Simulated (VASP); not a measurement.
Set up this calculation in VASP 6.6.1, as the native input.

```
Task                   : single point
Functional             : LDA
Potentials or basis    : VASP PAW LDA potentials, release 64 (Ti_sv, N_h)
Cutoff                 : 910 eV
k mesh                 : 11 × 11 × 11
Occupations            : fermi-dirac, width 0.1 eV
Spin                   : no spin polarisation
Dipole correction      : no
Second run             : hard_potentials
Further INCAR settings : ALGO = Normal; EDIFF = 1e-06; NBANDS = 16
```

The structure of TiN (Osbornite) lies in POSCAR:

```
TiN
1.0
    0.0000000000      2.0830778061      2.0830778061
    2.0830778061      0.0000000000      2.0830778061
    2.0830778061      2.0830778061      0.0000000000
Ti N
1 1
Direct
    0.0000000000      0.0000000000      0.0000000000
    0.5000000000      0.5000000000      0.5000000000
```

The input as run:

INCAR

```
PREC = Accurate
ENCUT = 910
EDIFF = 1E-6
ISMEAR = -1
SIGMA = 0.1
LREAL = F
LASPH = T
NELM = 120
ALGO = Normal
ISIF = 2
LWAVE = F
LCHARG = F
GGA = CA
NBANDS = 16
GGA_COMPAT = F
```

KPOINTS

```
Automatic mesh
0
Gamma
  11 11 11
```

Potentials or basis: VASP PAW LDA potentials, release 64 (Ti_sv, N_h).

Launch:

```bash
$ cat potpaw_LDA.64/Ti_sv/POTCAR potpaw_LDA.64/N_h/POTCAR > POTCAR
$ mpirun -np 1 vasp_std > vasp.out
```

It gave:

- Pressure: 2.4 GPa

Caveat: the cutoff is under 1.25 times the usual one of these potentials, so pressure, stress and relaxed cells hold a basis-set (Pulay) error.

It used 92 s of CPU time on 1 thread of AMD EPYC 7R13 Processor (Zen 3), with other jobs on the host.
